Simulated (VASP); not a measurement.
Input of a VASP 6.6.1 run:

Contents of POSCAR:

```
GaN
1.0
    2.9672035363      0.0000000000      0.0000000000
   -1.4836017681      2.5696736406      0.0000000000
    0.0000000000      0.0000000000      5.0329255193
Ga N
2 2
Direct
    0.0000000000      0.0000000000      0.0000000000
    0.0000000000      0.0000000000      0.5000000000
    0.3333333333      0.6666666667      0.2500000000
    0.6666666667      0.3333333333      0.7500000000
```

Contents of INCAR.step1:

```
PREC = Accurate
ENCUT = 500
EDIFF = 1E-8
ISMEAR = 0
SIGMA = 0.01
LREAL = False
LASPH = True
NELM = 80
ALGO = Normal
LWAVE = True
LCHARG = False
GGA = PE
```

File INCAR.step2:

```
PREC = Accurate
ENCUT = 500
EDIFF = 1E-8
ISMEAR = 0
SIGMA = 0.01
LREAL = False
LASPH = True
NELM = 1
ALGO = Exact
LWAVE = True
LCHARG = False
GGA = PE
NBANDS = 80
LOPTICS = True
ISTART = 1
```

File INCAR.step3:

```
PREC = Accurate
ENCUT = 500
EDIFF = 1E-8
ISMEAR = 0
SIGMA = 0.01
LREAL = False
LASPH = True
ALGO = EVGW0
LWAVE = False
LCHARG = False
GGA = PE
NELMGW = 1
NBANDS = 80
ENCUTGW = 80.0
NOMEGA = 96
PRECFOCK = Fast
ISTART = 1
NBANDSGW = 26
OMEGAMAX = 20
```

The input KPOINTS:

```
regular mesh
0
Gamma
  9 9 4
```

Potentials or basis: VASP PAW PBE potentials, release 64 (Ga_d_GW, N_GW).

The run is started by

```bash
$ cat potpaw_PBE.64/Ga_d_GW/POTCAR potpaw_PBE.64/N_GW/POTCAR > POTCAR
$ cp INCAR.step1 INCAR
$ mpirun -np 1 vasp_std > vasp.out
$ cp INCAR.step2 INCAR
$ mpirun -np 1 vasp_std > vasp.out
$ cp INCAR.step3 INCAR
$ mpirun -np 1 vasp_std > vasp.out
```

**Question.** Estimate the quasiparticle gap.

**Answer.** 2.17 eV.

**Question.** Estimate the least direct quasiparticle gap.

**Answer.** 2.71 eV.

**Question.** What does it give for the least direct gap of the starting levels on the mesh?

**Answer.** 1.78 eV.

**Question.** Predict the band gap of the starting levels on the mesh.

**Answer.** 1.33 eV.

Caveat: bands, screening cutoff and mesh are small and nothing is extrapolated, so the quasiparticle values aren't converged.
